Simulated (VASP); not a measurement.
# Fe (P6_3/mmc) in VASP: notebook, part 2 of 3

VASP 6.6.1. Earlier steps stand in the parts before.

### 3 Single point, BLYP, collinear spin, ferromagnetic start

This run uses another cell than the first one, of 10.60 Å³/atom.

INCAR

```
SYSTEM = Fe
AGGAC = 1.0 ; AGGAX = 1.0
ALDAC = 0.0 ; ALDAX = 1.0
ALGO = Normal ; EDIFF = 1E-6
ENCUT = 600 ; GGA = B5
GGA_COMPAT = .False. ; ISIF = 2
ISMEAR = -1 ; ISPIN = 2
LASPH = .True. ; LCHARG = .False.
LMAXMIX = 4 ; LORBIT = 11
LREAL = .False. ; LWAVE = .False.
MAGMOM = 3 3 ; NBANDS = 19
NELM = 200 ; PREC = Accurate
SIGMA = 0.05
```

KPOINTS

```
k-points
0
Gamma
  12 12 7
  0 0 0
```

POSCAR

```
Fe
1.0
    2.4931074490      0.0000000000      0.0000000000
   -1.2465537245      2.1590943852      0.0000000000
    0.0000000000      0.0000000000      3.9392101813
Fe
2
Direct
    0.6666666667      0.3333333333      0.7500000000
    0.3333333333      0.6666666667      0.2500000000
```

Potentials or basis: VASP PAW PBE potentials, release 64 (Fe).

The run is started by

```sh
cat potpaw_PBE.64/Fe/POTCAR > POTCAR
mpirun -np 1 vasp_std > vasp.out
```

OUTCAR:

```text
SYSTEM = Fe
   EDIFF = 1E-6
   ENCUT = 600
   GGA = B5
   ISIF = 2
   ISMEAR = -1
   ISPIN = 2
   LASPH = .True.
   LORBIT = 11
   LREAL = .False.
   NELM = 200
   PREC = Accurate

 ion  position               nearest neighbor table
   1  0.667  0.333  0.750-   2 2.44   2 2.44   2 2.44   2 2.44   2 2.44   2 2.44
   2  0.333  0.667  0.250-   1 2.44   1 2.44   1 2.44   1 2.44   1 2.44   1 2.44

  LATTYP: Found a hexagonal cell.
 ALAT       =     2.4931074490
 C/A-ratio  =     1.5800402758

  Lattice vectors:

 A1 = (   2.4931074490,   0.0000000000,   0.0000000000)
 A2 = (  -1.2465537245,   2.1590943852,   0.0000000000)
 A3 = (   0.0000000000,   0.0000000000,   3.9392101813)

Analysis of symmetry for initial positions (statically):
=====================================================================
 Subroutine PRICEL returns:
 Original cell was already a primitive cell.

 Routine SETGRP: Setting up the symmetry group for a
 hexagonal supercell.

 Subroutine GETGRP returns: Found 24 space group operations
 (whereof 12 operations were pure point group operations)
 out of a pool of 24 trial point group operations.

The static configuration has the point symmetry D_3d.
 The point group associated with its full space group is D_6h.

Analysis of symmetry for dynamics (positions and initial velocities):
=====================================================================
 Subroutine PRICEL returns:
 Original cell was already a primitive cell.

 Routine SETGRP: Setting up the symmetry group for a
 hexagonal supercell.

 Subroutine GETGRP returns: Found 24 space group operations
 (whereof 12 operations were pure point group operations)
 out of a pool of 24 trial point group operations.

The dynamic configuration has the point symmetry D_3d.
 The point group associated with its full space group is D_6h.

Analysis of structural, dynamic, and magnetic symmetry:
=====================================================================
 Subroutine PRICEL returns:
 Original cell was already a primitive cell.

 Routine SETGRP: Setting up the symmetry group for a
 hexagonal supercell.

 Subroutine GETGRP returns: Found 24 space group operations
 (whereof 12 operations were pure point group operations)
 out of a pool of 24 trial point group operations.

The overall configuration has the point symmetry D_3d.
 The point group associated with its full space group is D_6h.

 Subroutine INISYM returns: Found 24 space group operations
 (whereof 12 operations are pure point group operations),
 and found     1 'primitive' translations

----------------------------------------------------------------------------------------

                                     Primitive cell

  volume of cell :      21.2042

  direct lattice vectors                    reciprocal lattice vectors
     2.493107449  0.000000000  0.000000000     0.401105857  0.231578575  0.000000000
    -1.246553725  2.159094385  0.000000000     0.000000000  0.463157149  0.000000000
     0.000000000  0.000000000  3.939210181     0.000000000  0.000000000  0.253857995

  length of vectors
     2.493107449  2.493107449  3.939210181     0.463157149  0.463157149  0.253857995

  position of ions in fractional coordinates (direct lattice)
     0.666666667  0.333333333  0.750000000
     0.333333333  0.666666667  0.250000000

  ion indices of the primitive-cell ions
   primitive index   ion index
                 1           1
                 2           2

----------------------------------------------------------------------------------------
[... 64 lines left out ...]
   ISPIN  =      2    spin polarized calculation?
   LNONCOLLINEAR =      F non collinear calculations
   LSORBIT =      F    spin-orbit coupling
   LASPH  =      T    aspherical Exc in radial PAW
   ENCUT  =  600.0 eV  44.10 Ry    6.64 a.u.   4.98  4.98  7.87*2*pi/ulx,y,z
   NELM   =    200;   NELMIN=  2; NELMDL= -5     # of ELM steps
   EDIFF  = 0.1E-05   stopping-criterion for ELM
   LREAL  =      F    real-space projection
   EDIFFG = 0.1E-04   stopping-criterion for IOM
   NSW    =      0    number of steps for IOM
   IBRION =     -1    ionic relax: 0-MD 1-quasi-New 2-CG
   NFREE  =      0    steps in history (QN), initial steepest desc. (CG)
   ISIF   =      2    stress and relaxation
   ISYM   =      2    0-nonsym 1-usesym 2-fastsym
   POTIM  = 0.5000    time-step for ionic-motion
   TEBEG  =    0.0;   TEEND  =   0.0 temperature during run
   PSTRESS=    0.0 pullay stress
   NELECT =      16.0000    total number of electrons
   NUPDOWN=      -1.0000    fix difference up-down
   EMIN   =  10.00;   EMAX   =-10.00  energy-range for DOS
   EFERMI =   0.00;   METHOD = LEGACY
   ISMEAR =    -1;   SIGMA  =   0.05  broadening in eV -4-tet -1-fermi 0-gaus
   EFERMI_NEDOS =   21; number of points for ismear=-14 and -15
   IALGO  =     38    algorithm
   IMIX   =      4    mixing-type and parameters
     AMIX     =   0.40;   BMIX     =  1.00
     AMIX_MAG =   1.60;   BMIX_MAG =  1.00
  volume/ion in A,a.u.               =      10.60        71.55
  Fermi-wavevector in a.u.,A,eV,Ry     =   1.490416  2.816478 30.223172  2.221340
  Thomas-Fermi vector in A             =   2.603201
   LORBIT       =     11    0 simple, 1 ext, 2 COOP (PROOUT), +10 PAW based schemes
   GGA     = B5    functional components
   LHFCALC =     F    Hartree Fock is set to
   AEXX    =    0.0000 exact exchange contribution
   IVDW    =     0    specifies the selected vdW correction
   LEPSILON=     F    determine dielectric tensor
   LRPA    =     F    only Hartree local field effects (RPA)
 spin polarized calculation
  energy-cutoff  :      600.00
  volume of cell :       21.20
 maximum number of plane-waves:       726
 NGX is ok and might be reduce to    20
   NGX =  9   NGY =  9   NGZ = 15

 number of electron      16.0000010 magnetization       0.0061686

 number of electron      16.0000010 magnetization      -0.0017092

 Free energy of the ion-electron system (eV)
  ---------------------------------------------------
  ext. energy  EPLUGINS =         0.00000000
  ---------------------------------------------------
  free energy    TOTEN  =       -14.12541442 eV

  energy without entropy =      -14.10413530  energy(sigma->0) =      -14.11477486

 E-fermi :   6.9751     XC(G=0): -12.9266

 val. band max:        6.9728476947   @ k =   0.3333   0.2500   0.2857
 cond. band min:       7.0001272841   @ k =   0.3333   0.0833   0.2857
 fundamental gap:      0.0272795894
 Fermi energy:         6.9750681240

 spin component 1

 k-point     1 :       0.0000    0.0000    0.0000
  band No.  band energies     occupation
      1      -1.5371      1.00000
      2       2.3100      1.00000
      3       5.3940      1.00000
      4       5.3940      1.00000
      5       5.5160      1.00000
      6       5.8270      1.00000
[... 517 lines left out ...]
     18      30.6564      0.00000
     19      31.4183      0.00000

 [... further k-points ...]

 spin component 2

 k-point     1 :       0.0000    0.0000    0.0000
  band No.  band energies     occupation
      1      -1.5372      1.00000
      2       2.3095      1.00000
      3       5.3932      1.00000
      4       5.3932      1.00000
      5       5.5153      1.00000
      6       5.8262      1.00000
[... 517 lines left out ...]
     18      30.6563      0.00000
     19      31.4180      0.00000

 [... further k-points ...]
[... 5 lines left out ...]
  --------------------------------------------------------------------------------------
  -------------------------------------------------------------------------------------
  Total        0.0209272      0.0209272     -0.0024532     -0.0000000      0.0000000      0.0000000
  in kB        1.5812470      1.5812470     -0.1853643     -0.0000000      0.0000000      0.0000000
  external PRESSURE =       0.9923766 kB  Pullay stress =       0.0000000 kB

 VOLUME and BASIS-vectors are now :
 -----------------------------------------------------------------------------
  energy-cutoff  :      600.00
  volume of cell :       21.20
      direct lattice vectors                 reciprocal lattice vectors
     2.493107449  0.000000000  0.000000000     0.401105857  0.231578575  0.000000000
    -1.246553725  2.159094385  0.000000000     0.000000000  0.463157149  0.000000000
     0.000000000  0.000000000  3.939210181     0.000000000  0.000000000  0.253857995

 POSITION                                       TOTAL-FORCE (eV/Angst)
 -----------------------------------------------------------------------------------
      1.24655      0.71970      2.95441        -0.000000      0.000000      0.000000
     -0.00000      1.43940      0.98480         0.000000     -0.000000      0.000000
 -----------------------------------------------------------------------------------
    total drift:                                0.000000     -0.000000     -0.000000

  FREE ENERGIE OF THE ION-ELECTRON SYSTEM (eV)
  ---------------------------------------------------
  free  energy   TOTEN  =       -14.1254144221 eV

  energy  without entropy=      -14.1041353044  energy(sigma->0) =      -14.11477486

 total charge

# of ion       s       p       d       tot
------------------------------------------
    1        0.514   0.574   6.364   7.451
    2        0.514   0.574   6.364   7.451
--------------------------------------------------
tot          1.028   1.148  12.727  14.903

 magnetization (x)

# of ion       s       p       d       tot
------------------------------------------
    1        0.000   0.000  -0.001  -0.001
    2        0.000   0.000  -0.001  -0.001
--------------------------------------------------
tot          0.000   0.000  -0.001  -0.001
```

OSZICAR:

```text
N       E                     dE             d eps       ncg     rms          rms(c)
DAV:   1     0.870916181839E+02    0.87092E+02   -0.79035E+03  6048   0.123E+03
DAV:   2    -0.113315626287E+02   -0.98423E+02   -0.88008E+02  5815   0.217E+02
DAV:   3    -0.152687768168E+02   -0.39372E+01   -0.37402E+01  6399   0.547E+01
DAV:   4    -0.153019937783E+02   -0.33217E-01   -0.33187E-01  6551   0.475E+00
DAV:   5    -0.153023364163E+02   -0.34264E-03   -0.34263E-03  6487   0.448E-01    0.183E+01
DAV:   6    -0.140617736096E+02    0.12406E+01   -0.60461E+00  6266   0.511E+01    0.381E+00
DAV:   7    -0.140307148510E+02    0.31059E-01   -0.47442E-01  6590   0.128E+01    0.445E+00
DAV:   8    -0.140539807552E+02   -0.23266E-01   -0.87694E-03  7106   0.147E+00    0.257E+00
DAV:   9    -0.140943080937E+02   -0.40327E-01   -0.13678E-02  7613   0.198E+00    0.188E+00
DAV:  10    -0.141187884502E+02   -0.24480E-01   -0.50195E-02  8252   0.440E+00    0.900E-01
DAV:  11    -0.141253800385E+02   -0.65916E-02   -0.71393E-03  8420   0.166E+00    0.159E-01
DAV:  12    -0.141253900801E+02   -0.10042E-04   -0.21322E-04  6342   0.125E-01    0.886E-02
DAV:  13    -0.141254129369E+02   -0.22857E-04   -0.20548E-05  7153   0.840E-02    0.273E-02
DAV:  14    -0.141254097181E+02    0.32188E-05   -0.14170E-05  8597   0.597E-02    0.297E-02
DAV:  15    -0.141254139617E+02   -0.42437E-05   -0.19215E-06  5237   0.279E-02    0.105E-02
DAV:  16    -0.141254144221E+02   -0.46037E-06   -0.54617E-07  3155   0.109E-02
   1 F= -.14125414E+02 E0= -.14114775E+02  d E =-.212791E-01  mag=    -0.0000
```

Wall time 4.5 min (1 thread of Intel Xeon 8259CL, shared host); peak memory 0.18 GiB.

What came out:

```yaml
Free_energy: -14.1254 eV
Pressure: 0.1 GPa
Band_gap_on_the_k_mesh: zero (filled and empty bands overlap)
Net_moment: 0.00 μB per cell
Valence_electrons_inside_the_program's_atomic_spheres: Fe 7.45
```

Stress tensor (GPa, compression positive):
```
 0.16  0.00  0.00
 0.00  0.16  0.00
 0.00  0.00 -0.02
```

Caveat: the PAW data sets were made with another functional, which shifts forces and pressure a little.

### 4 Relaxation of cell and atoms, PBEsol+D4, collinear spin, ferromagnetic start

This run uses another cell than the first one, of 9.86 Å³/atom.

INCAR

```
PREC = Accurate
ENCUT = 600
EDIFF = 1E-7
ISMEAR = -1
SIGMA = 0.05
LREAL = False
LASPH = True
NELM = 200
ALGO = Normal
ISIF = 3
LWAVE = False
LCHARG = False
ISPIN = 2
MAGMOM = 3 3
LORBIT = 11
LMAXMIX = 4
GGA = PS
IVDW = 13
IBRION = 2
NSW = 80
EDIFFG = -0.02
GGA_COMPAT = False
NELMIN = 4
```

KPOINTS

```
regular mesh
0
Gamma
  12 12 7
```

POSCAR

```
Fe
1.0
    2.4341575853      0.0000000000      0.0000000000
   -1.2170787927      2.1080423057      0.0000000000
    0.0000000000      0.0000000000      3.8419344700
Fe
2
Direct
    0.6666666667      0.3333333333      0.7500000000
    0.3333333333      0.6666666667      0.2500000000
```

Potentials or basis: VASP PAW PBE potentials, release 64 (Fe).

The run is started by

```sh
cat potpaw_PBE.64/Fe/POTCAR > POTCAR
mpirun -np 1 vasp_std > vasp.out
```

OUTCAR:

```text
PREC = Accurate
   ENCUT = 600
   EDIFF = 1E-7
   ISMEAR = -1
   LREAL = False
   LASPH = True
   NELM = 200
   ISIF = 3
   ISPIN = 2
   LORBIT = 11
   GGA = PS
   IVDW = 13
   IBRION = 2
   NSW = 80
   EDIFFG = -0.02
   NELMIN = 4

 ion  position               nearest neighbor table
   1  0.667  0.333  0.750-   2 2.38   2 2.38   2 2.38   2 2.38   2 2.38   2 2.38
   2  0.333  0.667  0.250-   1 2.38   1 2.38   1 2.38   1 2.38   1 2.38   1 2.38

  LATTYP: Found a hexagonal cell.
 ALAT       =     2.4341575853
 C/A-ratio  =     1.5783425417

  Lattice vectors:

 A1 = (   2.4341575853,   0.0000000000,   0.0000000000)
 A2 = (  -1.2170787927,   2.1080423057,   0.0000000000)
 A3 = (   0.0000000000,   0.0000000000,   3.8419344700)

Analysis of symmetry for initial positions (statically):
[... 759 lines left out ...]
      6       5.6141      1.00000
      7       6.2041      1.00000
      8       7.5308      0.02789
      9       7.6278      0.00411
     10       7.7211      0.00064
     11       8.3723      0.00000
     12      13.5026      0.00000
     13      18.1678      0.00000
     14      19.9698      0.00000
     15      24.9155      0.00000

 [... further k-points ...]

 spin component 2

 k-point     1 :       0.0000    0.0000    0.0000
  band No.  band energies     occupation
      1      -1.9272      1.00000
      2       2.0586      1.00000
      3       5.5447      1.00000
      4       5.5447      1.00000
      5       5.6644      1.00000
      6       6.0463      1.00000
      7       6.0463      1.00000
      8       6.4362      1.00000
      9       6.4362      1.00000
     10       7.8158      0.00010
     11       8.1012      0.00000
     12       8.1012      0.00000
     13      16.5585      0.00000
     14      29.6566      0.00000
[... 448 lines left out ...]
  FREE ENERGIE OF THE ION-ELECTRON SYSTEM (eV)
  ---------------------------------------------------
  free  energy   TOTEN  =       -18.3514644160 eV

  energy  without entropy=      -18.3325687198  energy(sigma->0) =      -18.34201657

 reached required accuracy - stopping structural energy minimisation

 total charge

# of ion       s       p       d       tot
------------------------------------------
    1        0.564   0.693   6.394   7.652
    2        0.564   0.693   6.394   7.652
--------------------------------------------------
tot          1.129   1.386  12.788  15.303

 magnetization (x)

# of ion       s       p       d       tot
------------------------------------------
    1        0.000   0.000   0.000   0.000
    2        0.000   0.000   0.000   0.000
--------------------------------------------------
tot          0.000   0.000   0.000   0.000
```

OSZICAR:

```text
N       E                     dE             d eps       ncg     rms          rms(c)
DAV:   1     0.826040713071E+02    0.82604E+02   -0.80581E+03  4624   0.158E+03
DAV:   2    -0.169912936834E+02   -0.99595E+02   -0.91456E+02  4560   0.257E+02
[... 35 lines left out ...]
       N       E                     dE             d eps       ncg     rms          rms(c)
DAV:   1    -0.178814143110E+02   -0.55035E-03   -0.17614E-02  5064   0.113E+00    0.137E-01
DAV:   2    -0.178811086154E+02    0.30570E-03   -0.20153E-04  6368   0.239E-01    0.578E-02
DAV:   3    -0.178810311028E+02    0.77513E-04   -0.61972E-05  6084   0.881E-02    0.893E-03
DAV:   4    -0.178810273883E+02    0.37145E-05   -0.41008E-06  5346   0.323E-02    0.408E-03
DAV:   5    -0.178810262956E+02    0.10927E-05   -0.49701E-07  5386   0.133E-02    0.135E-03
DAV:   6    -0.178810262482E+02    0.47409E-07   -0.22360E-08  2420   0.189E-03
   4 F= -.18351464E+02 E0= -.18342017E+02  d E =-.867043E-04  mag=     0.0000
```

CONTCAR:

```text
Fe
   1.00000000000000
     2.4169328221198549    0.0000000000004077    0.0000000000000000
    -1.2084664111092207    2.0931252232112891   -0.0000000000000000
     0.0000000000000000    0.0000000000000000    3.8317152024803907
  Fe
     2
Direct
     0.6666666667000030    0.3333333332999970    0.7500000000000000
     0.3333333332999970    0.6666666667000030    0.2500000000000000

  0.00000000E+00  0.00000000E+00  0.00000000E+00
  0.00000000E+00  0.00000000E+00  0.00000000E+00
```

Wall time 8.5 min (1 thread of Intel Xeon 8259CL, shared host); peak memory 0.18 GiB.

What came out:

```
Free energy                                           : -18.3515 eV
Relaxed volume                                        : 9.69 Å³/atom
Relaxed cell                                          : a = 2.417 Å, b = 2.417 Å, c = 3.832 Å, α = 90.00°, β = 90.00°, γ = 120.00°
Space group after relaxing (to 0.1 Å)                 : P6_3/mmc (No. 194)
Energy gained by relaxing                             : 3.0 meV/atom
Ionic steps                                           : 4
Pressure after relaxing                               : -0.1 GPa
Band gap on the k mesh                                : zero (filled and empty bands overlap)
Net moment                                            : 0.00 μB per cell
Valence electrons inside the program's atomic spheres : Fe 7.65
Dispersion energy per atom                            : -0.235 eV
```

Stress tensor (GPa, compression positive):
```
 0.05  0.00  0.00
 0.00  0.05  0.00
 0.00  0.00 -0.24
```

The path:
```tsv
step	energy change (eV)	largest force (eV/Å)	pressure (GPa)	volume (Å³)
1	0.0000	0.0000	-5.41	19.71
2	0.0145	0.0000	11.29	18.78
3	-0.0059	0.0000	0.07	19.38
4	-0.0060	0.0000	-0.05	19.38
```

Final structure:
```cif
data_structure
_symmetry_space_group_name_H-M 'P 1'
_symmetry_Int_Tables_number 1
_cell_length_a 2.4169
_cell_length_b 2.4169
_cell_length_c 3.8317
_cell_angle_alpha 90.000
_cell_angle_beta 90.000
_cell_angle_gamma 120.000
_cell_volume 19.38
loop_
_atom_site_label
_atom_site_type_symbol
_atom_site_fract_x
_atom_site_fract_y
_atom_site_fract_z
_atom_site_occupancy
Fe1 Fe 0.66667 0.33333 0.75000 1
Fe2 Fe 0.33333 0.66667 0.25000 1
```

Caveat: the PAW data sets were made with another functional, which shifts forces and pressure a little.

(Part 2 of 3 ends here.)
